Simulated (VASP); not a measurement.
Wanted: the native input for a VASP 6.6.1 run.

```
Task                   : single point
Functional             : r2SCAN
Potentials or basis    : VASP PAW PBE potentials, release 64 (Ti_sv, Al)
Cutoff                 : 520 eV
k mesh                 : 18 × 18 × 10
Occupations            : gaussian, width 0.15 eV
Spin                   : no spin polarisation
Dipole correction      : no
Further INCAR settings : ALGO = Normal; EDIFF = 1e-06; NBANDS = 14
```

The system is TiAl.

```xyz
2
Lattice="2.8673 0.0000 0.0000 -1.4336 2.4955 0.0000 0.0000 0.0000 4.6781" Properties=species:S:1:pos:R:3 pbc="T T T"
Ti    0.0000    0.0000    0.0000
Al    0.0000    1.6637    2.3390
```

This cell differs from its parent crystal: strain +0.0050 x Voigt [0, 1, 0, 0, 0, 0].

These files were run (other wordings do the same):

POSCAR

```
TiAl
1.0
    2.8672622327      0.0000000000      0.0000000000
   -1.4336311163      2.4955375425      0.0000000000
    0.0000000000      0.0000000000      4.6780830000
Ti Al
1 1
Direct
    0.0000000000      0.0000000000      0.0000000000
    0.3333333333      0.6666666667      0.5000000000
```

INCAR.step1

```
  ALGO = Normal
  EDIFF = 1E-4
  ENCUT = 520
  GGA = PE
  ISMEAR = 0
  LASPH = True
  LCHARG = False
  LREAL = False
  LWAVE = True
  NBANDS = 14
  NELM = 80
  PREC = Accurate
  SIGMA = 0.15
```

INCAR.step2

```
  ALGO = Normal
  EDIFF = 1E-6
  ENCUT = 520
  ISIF = 2
  ISMEAR = 0
  ISTART = 1
  LASPH = True
  LCHARG = False
  LMIXTAU = True
  LREAL = False
  LWAVE = False
  METAGGA = R2SCAN
  NBANDS = 14
  NELM = 80
  PREC = Accurate
  SIGMA = 0.15
```

KPOINTS

```
k-points
0
Gamma
  18 18 10
```

Potentials or basis: VASP PAW PBE potentials, release 64 (Ti_sv, Al).

The run is started by

```bash
$ cat potpaw_PBE.64/Ti_sv/POTCAR potpaw_PBE.64/Al/POTCAR > POTCAR
$ cp INCAR.step1 INCAR
$ mpirun -np 1 vasp_std > vasp.out
$ cp INCAR.step2 INCAR
$ mpirun -np 1 vasp_std > vasp.out
```

It gave:

The pressure is -1.5 GPa. The largest force is 0.017 eV/Å. The band gap on the k mesh is zero (an odd number of electrons rules out a gap without spin polarisation).

Caveat: the cell differs from its parent crystal (strain +0.0050 x Voigt [0, 1, 0, 0, 0, 0]); the PAW data sets were made with another functional, which shifts forces and pressure a little.

It took 11 min on 1 thread of Intel Xeon 8259CL (shared host), peak memory 0.38 GiB.
